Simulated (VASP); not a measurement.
Write the native input for VASP 6.6.1 that does the following.

| Property | Result |
| --- | --- |
| Task | molecular dynamics |
| Functional | PBE |
| Potentials or basis | VASP PAW PBE potentials, release 64 (Si, Hf_pv) |
| Cutoff | 350 eV |
| k mesh | 1 × 1 × 1, shifted |
| Occupations | fermi-dirac, width 0.2361 eV |
| Spin | no spin polarisation |
| Dipole correction | no |
| Further INCAR settings | PREC = Normal; LREAL = Auto; ALGO = Normal; EDIFF = 1e-05; ISYM = -1; MAXMIX = 40; IBRION = 0; POTIM = 3.0; NSW = 40 |

The structure of HfSi3 lies in POSCAR:

```
HfSi3
1.0
    6.7792930000     -0.0738530000     -0.2467120000
   -0.0738530000      7.0813630000     -0.0543890000
   -0.2467120000     -0.0543890000      7.0472650000
Si Hf
15 5
Direct
    0.0317200917      0.8772418972      0.8247207515
    0.6189190798      0.1777272695      0.9461119906
    0.8568850108      0.6488816449      0.3857294048
    0.4880207519      0.8294399539      0.3858172011
    0.4578351519      0.4906525546      0.5256575739
    0.7791462463      0.4669875490      0.9042459707
    0.4159324054      0.8715400346      0.9921205306
    0.8810143524      0.2821808576      0.2714906389
    0.2544046294      0.6711631994      0.7631730373
    0.0467756986      0.9077288567      0.4306227964
    0.3229655920      0.0467107365      0.6332999581
    0.2982540834      0.3877894403      0.9242128418
    0.0193274657      0.4281363490      0.5483087117
    0.0417503620      0.2279805311      0.9267695269
    0.6897060947      0.7612299188      0.7271125454
    0.1149511055      0.6372429356      0.1205334548
    0.7843713769      0.9402098474      0.1712737265
    0.5435065696      0.5290117933      0.1660989749
    0.6749881419      0.1792889291      0.5590321917
    0.3602232161      0.1581926283      0.2579682375
```

One way to write it, as run:

INCAR

```
PREC     = Normal         # precision mode
ENCUT    = 350            # plane-wave cutoff, eV
EDIFF    = 1E-5           # SCF threshold, eV
ISMEAR   = -1             # smearing method
SIGMA    = 0.2361         # smearing width, eV
LREAL    = Auto         
LASPH    = True           # aspherical terms in the spheres
NELM     = 120            # most SCF steps
ALGO     = Normal         # electronic algorithm
ISIF     = 2              # what is computed and relaxed
LWAVE    = False          # write WAVECAR
LCHARG   = False          # write CHGCAR
GGA      = PE             # functional
ISYM     = -1           
IBRION   = 0              # ionic algorithm
NSW      = 40             # ionic steps
POTIM    = 3.0            # step
TEBEG    = 2740.0       
TEEND    = 2740.0       
NELMIN   = 4            
RANDOM_SEED= 25600 0 0    
MDALGO   = 3            
LANGEVIN_GAMMA= 30 30        
GGA_COMPAT= False        
MAXMIX   = 40
```

KPOINTS

```
explicit points
1
Reciprocal
  0.25000000   0.25000000   0.25000000 1
```

Potentials or basis: VASP PAW PBE potentials, release 64 (Si, Hf_pv).

Run with:

```sh
$ cat potpaw_PBE.64/Si/POTCAR potpaw_PBE.64/Hf_pv/POTCAR > POTCAR
$ mpirun -np 1 vasp_std > vasp.out
```

It took 4.2 min on 1 thread of AMD EPYC 9R45 96-Core Processor (Zen 5) (shared host), peak memory 0.18 GiB.
